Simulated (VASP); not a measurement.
# SiAsO4 (I-4) in VASP: single point with r2SCAN+U

Aim: the single point of SiAsO4 with r2SCAN+U.

Program: VASP 6.6.1. These are calculated values, not measurements. Logs are shortened: lines on timing, memory, paths and dates and some standing lists are left out, and cuts for length are marked.

## 1. The cell of the first run

It takes space group I-4 (No. 82, tetragonal). Conventional cell: a = 4.751 Å, b = 4.751 Å, c = 7.682 Å, α = 90.00°, β = 90.00°, γ = 90.00°. As (site symmetry -4) has 4 O at 1.80 Å within 2.4 Å. Si (site symmetry -4) has 4 O at 1.61 Å within 2.1 Å. Within 2.1 Å of O (site symmetry 1) lie 1 Si at 1.61 Å and 1 As at 1.80 Å.

## 2. Single point, r2SCAN+U

Contents of POSCAR:

```
SiAsO4
1.0
    0.0000000000      4.7505990699      0.0000003309
    4.7505990699      0.0000000000      0.0000003309
    2.3752998025      2.3752998025     -3.8411632595
As Si O
1 1 4
Direct
    0.0000000000      0.0000000000      0.0000000000
    0.7500000000      0.2500000000      0.5000000000
    0.4023073052      0.2918136220      0.7370912865
    0.7081863780      0.1393985917      0.2629087135
    0.8606014083      0.9710950915      0.7370912865
    0.0289049085      0.5976926948      0.2629087135
```

Contents of INCAR.step1:

```
SYSTEM = SiAsO4
  PREC = Accurate
  ENCUT = 770
  ISMEAR = -1
  SIGMA = 0.0954
  LREAL = .FALSE.
  LASPH = .TRUE.
  NELM = 200
  LDAU = .TRUE.
  LDAUTYPE = 2
  LDAUL = 1 -1 1
  LDAUU = 7.22 0 3.79
  LDAUJ = 0 0 0
  NBANDS = 30
  GGA = PE
  ALGO = Normal
  EDIFF = 1E-5
  LWAVE = .TRUE.
  LCHARG = .FALSE.
  GGA_COMPAT = .FALSE.
```

Contents of INCAR.step2:

```
SYSTEM = SiAsO4
  PREC = Accurate
  ENCUT = 770
  EDIFF = 1E-6
  ISMEAR = -1
  SIGMA = 0.0954
  LREAL = .FALSE.
  LASPH = .TRUE.
  NELM = 200
  ALGO = Normal
  ISIF = 2
  LWAVE = .FALSE.
  LCHARG = .TRUE.
  LDAU = .TRUE.
  LDAUTYPE = 2
  LDAUL = 1 -1 1
  LDAUU = 7.22 0 3.79
  LDAUJ = 0 0 0
  LDAUPRINT = 1
  METAGGA = R2SCAN
  LMIXTAU = .TRUE.
  LELF = .TRUE.
  LVHAR = .TRUE.
  NBANDS = 30
  ISTART = 1
  GGA_COMPAT = .FALSE.
```

Contents of KPOINTS:

```
regular mesh
0
G
  5 5 5
  0 0 0
```

Potentials or basis: VASP PAW PBE potentials, release 64 (As_d, Si, O).

Launch:

```
$ cat potpaw_PBE.64/As_d/POTCAR potpaw_PBE.64/Si/POTCAR potpaw_PBE.64/O/POTCAR > POTCAR
$ cp INCAR.step1 INCAR
$ mpirun -np 1 vasp_std > vasp.out
$ cp INCAR.step2 INCAR
$ mpirun -np 1 vasp_std > vasp.out
```

OUTCAR:

```text
SYSTEM = SiAsO4
   PREC = Accurate
   ENCUT = 770
   EDIFF = 1E-6
   ISMEAR = -1
   LREAL = .FALSE.
   LASPH = .TRUE.
   NELM = 200
   ISIF = 2
   METAGGA = R2SCAN
   ISTART = 1

 ion  position               nearest neighbor table
   1  0.000  0.000  0.000-   5 1.80   4 1.80   6 1.80   3 1.80
   2  0.750  0.250  0.500-   4 1.61   5 1.61   3 1.61   6 1.61
   3  0.402  0.292  0.737-   2 1.61   1 1.80
   4  0.708  0.139  0.263-   2 1.61   1 1.80
   5  0.861  0.971  0.737-   2 1.61   1 1.80
   6  0.029  0.598  0.263-   2 1.61   1 1.80

  LATTYP: Found a body centered tetragonal cell.
 ALAT       =     4.7505990699
 C/A-ratio  =     1.6171280859

  Lattice vectors:

 A1 = (  -2.3752998025,   2.3752992674,   3.8411635904)
 A2 = (   2.3752992674,  -2.3752998025,   3.8411635904)
 A3 = (   2.3752998025,   2.3752998025,  -3.8411632595)

Analysis of symmetry for initial positions (statically):
=====================================================================
 Subroutine PRICEL returns:
 Original cell was already a primitive cell.

 Routine SETGRP: Setting up the symmetry group for a
 body centered tetragonal supercell.

 Subroutine GETGRP returns: Found  4 space group operations
 (whereof  4 operations were pure point group operations)
 out of a pool of 16 trial point group operations.

The static configuration has the point symmetry S_4 .

Analysis of symmetry for dynamics (positions and initial velocities):
=====================================================================
 Subroutine PRICEL returns:
 Original cell was already a primitive cell.

 Routine SETGRP: Setting up the symmetry group for a
 body centered tetragonal supercell.

 Subroutine GETGRP returns: Found  4 space group operations
 (whereof  4 operations were pure point group operations)
 out of a pool of 16 trial point group operations.

The dynamic configuration has the point symmetry S_4 .

 Subroutine INISYM returns: Found  4 space group operations
 (whereof  4 operations are pure point group operations),
 and found     1 'primitive' translations

----------------------------------------------------------------------------------------

                                     Primitive cell

  volume of cell :      86.6881

  direct lattice vectors                    reciprocal lattice vectors
     0.000000000  4.750599070  0.000000331    -0.000000009  0.210499758  0.130168904
     4.750599070  0.000000000  0.000000331     0.210499758 -0.000000009  0.130168904
     2.375299802  2.375299802 -3.841163260     0.000000018  0.000000018 -0.260337780

  length of vectors
     4.750599070  4.750599070  5.102806433     0.247495640  0.247495640  0.260337780

  position of ions in fractional coordinates (direct lattice)
     0.000000000  0.000000000  0.000000000
     0.750000000  0.250000000  0.500000000
     0.402307305  0.291813622  0.737091286
     0.708186378  0.139398592  0.262908714
     0.860601408  0.971095091  0.737091286
     0.028904909  0.597692695  0.262908714

  ion indices of the primitive-cell ions
   primitive index   ion index
                 1           1
                 2           2
                 3           3
                 4           4
                 5           5
                 6           6

----------------------------------------------------------------------------------------

 KPOINTS: regular mesh

Automatic generation of k-mesh.
 Grid dimensions read from file:
 generate k-points for:    5    5    5

 Generating k-lattice:

  Cartesian coordinates                     Fractional coordinates (reciprocal lattice)
    -0.000000002  0.042099952  0.026033781     0.200000000  0.000000000  0.000000000
     0.042099952 -0.000000002  0.026033781     0.000000000  0.200000000  0.000000000
     0.000000004  0.000000004 -0.052067556     0.000000000  0.000000000  0.200000000

  Length of vectors
     0.049499128  0.049499128  0.052067556

  Shift w.r.t. Gamma in fractional coordinates (k-lattice)
     0.000000000  0.000000000  0.000000000

 Subroutine IBZKPT returns following result:
 ===========================================

 Found     21 irreducible k-points:

 Following reciprocal coordinates:
            Coordinates               Weight
  0.000000  0.000000  0.000000      1.000000
  0.200000  0.000000 -0.000000      8.000000
  0.400000  0.000000  0.000000      8.000000
  0.200000  0.200000 -0.000000      8.000000
  0.400000  0.200000  0.000000      8.000000
 -0.200000 -0.400000  0.000000      8.000000
[... 13 lines left out ...]
  0.000000  0.000000  0.400000      2.000000
 -0.200000  0.000000  0.400000      4.000000
   k-points           NKPTS =     21   k-points in BZ     NKDIM =     21   number of bands    NBANDS=     30
   number of dos      NEDOS =    301   number of ions     NIONS =      6
   total plane-waves  NPLWV = 110592
   dimension x,y,z NGX =    48 NGY =   48 NGZ =   48
   dimension x,y,z NGXF=    96 NGYF=   96 NGZF=   96
   ions per type =               1   1   4
   NGX,Y,Z   is equivalent  to a cutoff of  16.80, 16.80, 15.64 a.u.
   NGXF,Y,Z  is equivalent  to a cutoff of  33.59, 33.59, 31.28 a.u.
 SYSTEM =  SiAsO4
   PREC   = accura    normal or accurate (medium, high low for compatibility)
   ISTART =      1    job   : 0-new  1-cont  2-samecut
   ICHARG =      0    charge: 1-file 2-atom 10-const
   ISPIN  =      1    spin polarized calculation?
   LNONCOLLINEAR =      F non collinear calculations
   LSORBIT =      F    spin-orbit coupling
   LASPH  =      T    aspherical Exc in radial PAW
   ENCUT  =  770.0 eV  56.59 Ry    7.52 a.u.  10.75 10.75 11.55*2*pi/ulx,y,z
   NELM   =    200;   NELMIN=  2; NELMDL=  0     # of ELM steps
   EDIFF  = 0.1E-05   stopping-criterion for ELM
   LREAL  =      F    real-space projection
[... 7 lines left out ...]
   TEBEG  =    0.0;   TEEND  =   0.0 temperature during run
   PSTRESS=    0.0 pullay stress
   NELECT =      43.0000    total number of electrons
   NUPDOWN=      -1.0000    fix difference up-down
   EMIN   =  10.00;   EMAX   =-10.00  energy-range for DOS
   EFERMI =   0.00;   METHOD = LEGACY
   ISMEAR =    -1;   SIGMA  =   0.10  broadening in eV -4-tet -1-fermi 0-gaus
   EFERMI_NEDOS =   21; number of points for ismear=-14 and -15
   IALGO  =     38    algorithm
   IMIX   =      4    mixing-type and parameters
     AMIX     =   0.40;   BMIX     =  1.00
     AMIX_MAG =   1.60;   BMIX_MAG =  1.00
  volume/ion in A,a.u.               =      14.45        97.50
  Fermi-wavevector in a.u.,A,eV,Ry     =   1.295919  2.448931 22.849700  1.679406
  Thomas-Fermi vector in A             =   2.427408
   LORBIT       =      0    0 simple, 1 ext, 2 COOP (PROOUT), +10 PAW based schemes
 LDA+U is selected, type is set to LDAUTYPE =  2
   angular momentum for each species LDAUL =     1   -1    1
   U (eV)           for each species LDAUU =   7.2  0.0  3.8
   J (eV)           for each species LDAUJ =   0.0  0.0  0.0
   METAGGA = R2SCAN    functional components
   LHFCALC =     F    Hartree Fock is set to
   AEXX    =    0.0000 exact exchange contribution
   IVDW    =     0    specifies the selected vdW correction
   LEPSILON=     F    determine dielectric tensor
   LRPA    =     F    only Hartree local field effects (RPA)
 non-spin polarized calculation
  energy-cutoff  :      770.00
  volume of cell :       86.69
 maximum number of plane-waves:      4222
 NGX is ok and might be reduce to    48
   NGX = 21   NGY = 21   NGZ = 23

 number of electron      42.9999997 magnetization

 Free energy of the ion-electron system (eV)
  ---------------------------------------------------
  ext. energy  EPLUGINS =         0.00000000
  ---------------------------------------------------
  free energy    TOTEN  =       -42.86918858 eV

  energy without entropy =      -42.76774076  energy(sigma->0) =      -42.81846467

 E-fermi :   3.3282     XC(G=0):  -9.5719

 val. band max:        3.2990177845   @ k =  -0.4000   0.2000  -0.0000
 cond. band min:       3.3480285085   @ k =  -0.4000   0.4000   0.0000
 fundamental gap:      0.0490107240
 Fermi energy:         3.3282016730

 k-point     1 :       0.0000    0.0000    0.0000
  band No.  band energies     occupation
      1     -37.0049      2.00000
      2     -36.9939      2.00000
      3     -36.9939      2.00000
      4     -36.9385      2.00000
      5     -36.9250      2.00000
      6     -21.0126      2.00000
[... 22 lines left out ...]
     29      12.4961      0.00000
     30      13.2676      0.00000

 k-point     2 :       0.2000    0.0000   -0.0000
  band No.  band energies     occupation
      1     -37.0049      2.00000
      2     -36.9939      2.00000
      3     -36.9938      2.00000
      4     -36.9385      2.00000
      5     -36.9250      2.00000
      6     -20.8735      2.00000
[... 22 lines left out ...]
     29      12.4383      0.00000
     30      13.0760      0.00000

 k-point     3 :       0.4000    0.0000    0.0000
  band No.  band energies     occupation
      1     -37.0048      2.00000
      2     -36.9939      2.00000
      3     -36.9938      2.00000
      4     -36.9385      2.00000
      5     -36.9250      2.00000
      6     -20.5627      2.00000
[... 22 lines left out ...]
     29      12.5250      0.00000
     30      12.7499      0.00000

 k-point     4 :       0.2000    0.2000   -0.0000
  band No.  band energies     occupation
      1     -37.0049      2.00000
      2     -36.9939      2.00000
      3     -36.9938      2.00000
      4     -36.9385      2.00000
      5     -36.9250      2.00000
      6     -20.6637      2.00000
[... 22 lines left out ...]
     29      12.5264      0.00000
     30      12.8773      0.00000

 k-point     5 :       0.4000    0.2000    0.0000
  band No.  band energies     occupation
      1     -37.0048      2.00000
      2     -36.9939      2.00000
      3     -36.9938      2.00000
      4     -36.9385      2.00000
      5     -36.9250      2.00000
      6     -20.3692      2.00000
[... 22 lines left out ...]
     29      12.2640      0.00000
     30      12.4093      0.00000
[... 427 lines left out ...]
     29      12.0267      0.00000
     30      12.2383      0.00000

 k-point    19 :      -0.2000   -0.2000    0.2000
  band No.  band energies     occupation
      1     -37.0049      2.00000
      2     -36.9938      2.00000
      3     -36.9937      2.00000
      4     -36.9385      2.00000
      5     -36.9250      2.00000
      6     -20.2370      2.00000
[... 22 lines left out ...]
     29      12.5057      0.00000
     30      13.0322      0.00000

 k-point    20 :       0.0000    0.0000    0.4000
  band No.  band energies     occupation
      1     -37.0049      2.00000
      2     -36.9937      2.00000
      3     -36.9937      2.00000
      4     -36.9385      2.00000
      5     -36.9250      2.00000
      6     -20.3155      2.00000
[... 22 lines left out ...]
     29      12.9364      0.00000
     30      13.1380      0.00000

 k-point    21 :      -0.2000    0.0000    0.4000
  band No.  band energies     occupation
      1     -37.0049      2.00000
      2     -36.9938      2.00000
      3     -36.9937      2.00000
      4     -36.9385      2.00000
      5     -36.9250      2.00000
      6     -20.0670      2.00000
[... 22 lines left out ...]
     29      12.5415      0.00000
     30      12.9727      0.00000

------------------------ aborting loop because EDIFF is reached ----------------------------------------

  FORCE on cell =-STRESS in cart. coord.  units (eV):
  Direction    XX          YY          ZZ          XY          YZ          ZX
  --------------------------------------------------------------------------------------
  -------------------------------------------------------------------------------------
  Total        6.3473001      6.3473001      5.8075019     -0.0000014      0.0000000      0.0000000
  in kB      117.3113552    117.3113552    107.3347585     -0.0000253      0.0000007      0.0000007
  external PRESSURE =     113.9858230 kB  Pullay stress =       0.0000000 kB

 VOLUME and BASIS-vectors are now :
 -----------------------------------------------------------------------------
  energy-cutoff  :      770.00
  volume of cell :       86.69
      direct lattice vectors                 reciprocal lattice vectors
     0.000000000  4.750599070  0.000000331    -0.000000009  0.210499758  0.130168904
     4.750599070  0.000000000  0.000000331     0.210499758 -0.000000009  0.130168904
     2.375299802  2.375299802 -3.841163260     0.000000018  0.000000018 -0.260337780

 POSITION                                       TOTAL-FORCE (eV/Angst)
 -----------------------------------------------------------------------------------
      0.00000      0.00000      0.00000         0.000000     -0.000000     -0.000000
      2.37530      4.75060     -1.92058         0.000000      0.000000     -0.000000
      3.13710      3.66201     -2.83129         0.816049      0.724028      0.538966
      1.28671      3.98880     -1.00988         0.724028     -0.816049     -0.538965
      6.36410      5.83919     -2.83129        -0.816049     -0.724028      0.538965
      3.46389      0.76180     -1.00988        -0.724028      0.816049     -0.538965
 -----------------------------------------------------------------------------------
    total drift:                               -0.000002     -0.000002      0.000002

  FREE ENERGIE OF THE ION-ELECTRON SYSTEM (eV)
  ---------------------------------------------------
  free  energy   TOTEN  =       -42.8691885809 eV

  energy  without entropy=      -42.7677407600  energy(sigma->0) =      -42.81846467
```

Wall time 5.3 min (1 thread of Intel Xeon Platinum 8488C (Sapphire Rapids), shared host); peak memory 0.4 GiB.

What came out:

| Quantity | Value |
| --- | --- |
| Free energy | -42.8692 eV |
| Pressure | 11.4 GPa |
| Largest force | 1.217 eV/Å |
| Band gap on the k mesh | zero (an odd number of electrons rules out a gap without spin polarisation) |

Forces in eV/Å, atoms in the order of the input:
```
As   0.000  0.000  0.000
Si   0.000  0.000  0.000
O    0.816  0.724  0.539
O    0.724 -0.816 -0.539
O   -0.816 -0.724  0.539
O   -0.724  0.816 -0.539
```

Stress tensor (GPa, compression positive):
```
11.73  0.00  0.00
 0.00 11.73  0.00
 0.00  0.00 10.73
```

Levels at points of the mesh, in eV from the Fermi level:
| k point | band 18 | band 19 | band 20 | band 21 | band 22 | band 23 | band 24 | band 25 |
| --- | --- | --- | --- | --- | --- | --- | --- | --- |
| (0.00, 0.00, 0.00) | -5.52 | -5.46 | -4.87 | -4.87 | -0.81 | 3.44 | 5.02 | 5.29 |

Caveat: the cell stands under pressure; the PAW data sets were made with another functional, which shifts forces and pressure a little; an odd number of electrons without spin polarisation forces a metal; a magnetic or distorted state may lie lower; U without spin polarisation on a metal has little footing.

The gap in the log of VASP goes by the Fermi energy; the results here count the filled bands.